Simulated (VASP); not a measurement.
Runs of VASP 6.6.1 on InSb. The structure is that of space group Pmmn (No. 59), or close to it. The cells are those of the table. 

| task | cell | gap on the mesh (eV) | pressure (GPa) | largest force (eV/Å) |
| --- | --- | --- | --- | --- |
| electric field gradients | a = 5.357, b = 5.712, c = 3.063 Å, 4 atoms | none | (a) | 0.76 |
| single point | a = 5.357, b = 5.712, c = 3.155 Å, 4 atoms | none | 15.2 | 0.82 |
| single point | a = 5.357, b = 5.712, c = 3.094 Å, 4 atoms | none | 16.9 | 0.78 |
| electric field gradients | a = 5.357, b = 5.712, c = 3.002 Å, 4 atoms | none | 20.0 | 0.71 |
| electric field gradients | a = 5.462, b = 5.824, c = 3.123 Å, 4 atoms | none | 11.5 | 0.60 |
| single point | a = 5.357, b = 5.712, c = 3.002 Å, 4 atoms | none | 20.0 | 0.71 |

Alike in all rows: level PBE; potentials or basis VASP PAW PBE potentials, release 64 (In_d, Sb); no spin polarisation; k mesh 6 × 6 × 11; cutoff (eV) 520; smearing fermi-dirac 0.08 eV.

Problem. Fill in the values left out.

Solution. (a) 17.9.

Caveats: spin-orbit coupling is left out, which moves the levels of the heavy elements; the stress differs along the axes, from 13 to 31 GPa (at least some runs); the stress differs along the axes, from 9 to 30 GPa (at least some runs); the stress differs along the axes, from 5 to 28 GPa (at least some runs); the stress differs along the axes, from 8 to 29 GPa (at least some runs); the stress differs along the axes, from 4 to 21 GPa (at least some runs).

A k mesh can miss the band edges, and the runs leave out spin-orbit coupling on In, Sb.

A gap of «none» marks levels without a gap at the run's occupations.
